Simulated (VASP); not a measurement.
# CuI (F-43m) in VASP: elastic constants with LDA

Aim: the elastic constants of CuI with LDA.

Everything below comes from runs of VASP 6.6.1. Logs are shortened: lines on timing, memory, paths and dates and some standing lists are left out, and cuts for length are marked.

## (1) The cell of the first run

The structure is cubic, space group F-43m (No. 216). Conventional cell: a = 5.862 Å, b = 5.862 Å, c = 5.862 Å, α = 90.00°, β = 90.00°, γ = 90.00°. Within 3.3 Å of Cu (site symmetry -43m) lie 4 I at 2.54 Å. I (site symmetry -43m) has 4 Cu at 2.54 Å within 3.3 Å.

## (2) Elastic constants, LDA

Input file INCAR:

```
PREC = Accurate
ENCUT = 600
EDIFF = 1E-8
ISMEAR = 0
SIGMA = 0.01
LREAL = F
LASPH = T
NELM = 120
ALGO = Normal
ISIF = 3
LWAVE = F
LCHARG = F
IBRION = 6
NFREE = 2
POTIM = 0.015
NSW = 1
GGA_COMPAT = F
```

Input file KPOINTS:

```
Automatic mesh
0
Gamma
  6 6 6
```

Input file POSCAR:

```
CuI
1.0
    0.0000000000      2.9309836647      2.9309836647
    2.9309836647      0.0000000000      2.9309836647
    2.9309836647      2.9309836647      0.0000000000
Cu I
1 1
Direct
    0.7500000000      0.7500000000      0.7500000000
    0.0000000000      0.0000000000      0.0000000000
```

Potentials or basis: VASP PAW LDA potentials, release 64 (Cu, I).

The run is started by

```console
$ cat potpaw_LDA.64/Cu/POTCAR potpaw_LDA.64/I/POTCAR > POTCAR
$ mpirun -np 1 vasp_std > vasp.out
```

OUTCAR:

```text
PREC = Accurate
   ENCUT = 600
   EDIFF = 1E-8
   ISMEAR = 0
   LREAL = F
   LASPH = T
   NELM = 120
   ISIF = 3
   IBRION = 6
   NFREE = 2
   POTIM = 0.015
   NSW = 1

 ion  position               nearest neighbor table
   1  0.750  0.750  0.750-   2 2.54   2 2.54   2 2.54   2 2.54
   2  0.000  0.000  0.000-   1 2.54   1 2.54   1 2.54   1 2.54

  LATTYP: Found a face centered cubic cell.
 ALAT       =     5.8619673294

  Lattice vectors:

 A1 = (   0.0000000000,   2.9309836647,   2.9309836647)
 A2 = (   2.9309836647,   0.0000000000,   2.9309836647)
 A3 = (   2.9309836647,   2.9309836647,   0.0000000000)

Analysis of symmetry for initial positions (statically):
=====================================================================
 Subroutine PRICEL returns:
 Original cell was already a primitive cell.

 Routine SETGRP: Setting up the symmetry group for a
 face centered cubic supercell.

 Subroutine GETGRP returns: Found 24 space group operations
 (whereof 24 operations were pure point group operations)
 out of a pool of 48 trial point group operations.

The static configuration has the point symmetry T_d .

Analysis of symmetry for dynamics (positions and initial velocities):
=====================================================================
 Subroutine PRICEL returns:
 Original cell was already a primitive cell.

 Routine SETGRP: Setting up the symmetry group for a
 face centered cubic supercell.

 Subroutine GETGRP returns: Found 24 space group operations
 (whereof 24 operations were pure point group operations)
 out of a pool of 48 trial point group operations.

The dynamic configuration has the point symmetry T_d .

 Subroutine INISYM returns: Found 24 space group operations
 (whereof 24 operations are pure point group operations),
 and found     1 'primitive' translations

----------------------------------------------------------------------------------------

                                     Primitive cell

[... 701 lines left out ...]
      2      -0.6379      2.00000
      3       0.9288      2.00000
      4       1.2308      2.00000
      5       2.9267      2.00000
      6       2.9983      2.00000
      7       3.0911      2.00000
      8       3.9548      2.00000
      9       4.1485      2.00000
     10       8.4187      0.00000
     11      10.0804      0.00000
     12      11.5600      0.00000
     13      12.3139      0.00000

 [... further k-points ...]
[... 5 lines left out ...]
  --------------------------------------------------------------------------------------
  -------------------------------------------------------------------------------------
  Total        0.0498808      0.0513635      0.0513635      0.0000000      0.0780904      0.0000000
  in kB        1.5869897      1.6341632      1.6341632      0.0000000      2.4844931      0.0000000
  external PRESSURE =       1.6184387 kB  Pullay stress =       0.0000000 kB
[... 17 lines left out ...]
  FREE ENERGIE OF THE ION-ELECTRON SYSTEM (eV)
  ---------------------------------------------------
  free  energy   TOTEN  =        -6.9924892091 eV

  energy  without entropy=       -6.9924892091  energy(sigma->0) =       -6.99248921

 INTERNAL STRAIN TENSORS FROM STRAINED CELLS
 ============================================

 INTERNAL STRAIN TENSOR FOR ION    1 for displacements in x,y,z  (eV/Angst):
          X           Y           Z          XY          YZ          ZX
  --------------------------------------------------------------------------------
  x     0.00000    -0.00000     0.00000    -0.00000     5.21698    -0.00000
  y     0.00000     0.00000     0.00000    -0.00000     0.00000     5.21738
  z     0.00000    -0.00000    -0.00000     5.21651     0.00000    -0.00000

 INTERNAL STRAIN TENSORS FROM DISPLACED ATOMS
 ============================================

 INTERNAL STRAIN TENSOR FOR ION    1 for displacements in x,y,z  (eV/Angst):
          X           Y           Z          XY          YZ          ZX
  --------------------------------------------------------------------------------
  x    -0.00000     0.00000     0.00000     0.00000     5.21144     0.00000
  y     0.00000     0.00000     0.00000     0.00000     0.00000     5.21144
  z     0.00000     0.00000    -0.00000     5.21144     0.00000     0.00000

 INTERNAL STRAIN TENSOR FOR ION    2 for displacements in x,y,z  (eV/Angst):
          X           Y           Z          XY          YZ          ZX
  --------------------------------------------------------------------------------
  x    -0.00000     0.00000     0.00000     0.00000    -5.20551     0.00000
  y    -0.00000     0.00000    -0.00000     0.00000     0.00000    -5.20551
  z     0.00000     0.00000    -0.00000    -5.20551     0.00000     0.00000

 Eigenvectors and eigenvalues of the dynamical matrix
 ----------------------------------------------------

   1 f  =    4.672914 THz    29.360783 2PiTHz  155.871626 cm-1    19.325610 meV
             X         Y         Z           dx          dy          dz
      4.396475  4.396475  4.396475     0.000000    0.816619    0.000000
      0.000000  0.000000  0.000000     0.000000   -0.577178    0.000000
[... 21 lines left out ...]
   6 f/i=    0.002619 THz     0.016455 2PiTHz    0.087359 cm-1     0.010831 meV
             X         Y         Z           dx          dy          dz
      4.396475  4.396475  4.396475     0.000000    0.000000   -0.577178
      0.000000  0.000000  0.000000     0.000000    0.000000   -0.816619

--------------------------------------------------------------------------------------------------------

 ELASTIC MODULI CONTR FROM IONIC RELAXATION (kBar)
 Direction    XX          YY          ZZ          XY          YZ          ZX
 --------------------------------------------------------------------------------
 XX          -0.0000     -0.0000     -0.0000      0.0000     -0.0000     -0.0000
 YY          -0.0000     -0.0000     -0.0000      0.0000      0.0000      0.0000
 ZZ          -0.0000     -0.0000     -0.0000     -0.0000      0.0000     -0.0000
 XY           0.0000      0.0000     -0.0000   -228.2322      0.0000     -0.0000
 YZ          -0.0000      0.0000      0.0000      0.0000   -228.2322     -0.0000
 ZX          -0.0000      0.0000     -0.0000     -0.0000     -0.0000   -228.2322
 --------------------------------------------------------------------------------

 TOTAL ELASTIC MODULI (kBar)
 Direction    XX          YY          ZZ          XY          YZ          ZX
 --------------------------------------------------------------------------------
 XX         708.6797    497.8956    497.8956      0.0000     -0.0000      0.0000
 YY         497.8956    708.6797    497.8956      0.0000      0.0000      0.0000
 ZZ         497.8956    497.8956    708.6797     -0.0000      0.0000     -0.0000
 XY           0.0000      0.0000     -0.0000    263.7590      0.0000     -0.0000
 YZ          -0.0000      0.0000      0.0000      0.0000    263.7590     -0.0000
 ZX           0.0000      0.0000     -0.0000     -0.0000     -0.0000    263.7590
 --------------------------------------------------------------------------------
```

OSZICAR:

```text
N       E                     dE             d eps       ncg     rms          rms(c)
DAV:   1     0.103524057338E+03    0.10352E+03   -0.85875E+03   416   0.169E+03
DAV:   2     0.388145618798E+00   -0.10314E+03   -0.97367E+02   416   0.281E+02
DAV:   3    -0.710308894115E+01   -0.74912E+01   -0.71878E+01   595   0.857E+01
DAV:   4    -0.731525842579E+01   -0.21217E+00   -0.21196E+00   451   0.124E+01
[... 218 lines left out ...]
DAV:   4    -0.699248939455E+01    0.65729E-05   -0.35469E-05  1886   0.933E-02    0.104E-02
DAV:   5    -0.699248941968E+01   -0.25125E-07   -0.80942E-06  1580   0.811E-02    0.795E-03
DAV:   6    -0.699248921758E+01    0.20209E-06   -0.10475E-06  1539   0.336E-02    0.550E-03
DAV:   7    -0.699248920919E+01    0.83969E-08   -0.21325E-07  1478   0.426E-03    0.235E-03
DAV:   8    -0.699248920905E+01    0.13392E-09   -0.27152E-08  1266   0.229E-03
  17 F= -.69924892E+01 E0= -.69924892E+01  d E =-.777191E-65
```

stdout:

```text
POSCAR found type information on POSCAR CuI
 POSCAR found :  2 types and       2 ions
 scaLAPACK will be used
 LDA part: xc-table for (Slater(with rela. corr.)+CA(PZ))
 , standard interpolation
 POSCAR, INCAR and KPOINTS ok, starting setup
 FFT: planning ... GRIDC
 FFT: planning ... GRID_SOFT
 FFT: planning ... GRID
 WAVECAR not read
 entering main loop
 Found     2 degrees of freedom:
 Adding 6 more for cell shape distortion
 Finite differences POTIM= 0.01500 DOF=   8
 bond charge predicted
 Finite differences progress:
 bond charge predicted
 Finite differences progress:
 bond charge predicted
 Finite differences progress:
 bond charge predicted
 Finite differences progress:
 bond charge predicted
 Finite differences progress:
 bond charge predicted
 Finite differences progress:
 bond charge predicted
 Finite differences progress:
 bond charge predicted
 Finite differences progress:
 bond charge predicted
 Finite differences progress:
 bond charge predicted
 Finite differences progress:
 bond charge predicted
 Finite differences progress:
 bond charge predicted
 Finite differences progress:
 bond charge predicted
 Finite differences progress:
 bond charge predicted
 Finite differences progress:
 bond charge predicted
 Finite differences progress:
 bond charge predicted
 Finite differences progress:
```

Run time: 4.3 min. Hardware: 1 thread of Intel Xeon 6975P-C (Granite Rapids), shared host; peak memory 0.23 GiB.

What came out:

```yaml
Elastic_constants_C11_C12_C44: 71, 50, 26 GPa
Voigt_bulk_modulus: 57 GPa
Highest_phonon_frequency_at_Γ_LO-TO_splitting_left_out: 156 cm⁻¹
```

Phonon frequencies in cm⁻¹ (negative: imaginary):
```tsv
q point	frequencies
(0.000, 0.000, 0.000)	0 0 0 156 156 156
```

Elastic tensor in Voigt notation (GPa, in the Cartesian axes of the cell as first typed):
```
71 50 50  0  0  0
50 71 50  0  0  0
50 50 71  0  0  0
 0  0  0 26  0  0
 0  0  0  0 26  0
 0  0  0  0  0 26
```

Clamped-ion elastic tensor (GPa):
```
71 50 50  0  0  0
50 71 50  0  0  0
50 50 71  0  0  0
 0  0  0 49  0  0
 0  0  0  0 49  0
 0  0  0  0  0 49
```

Caveat: spin-orbit coupling is left out, which moves the levels of the heavy elements.
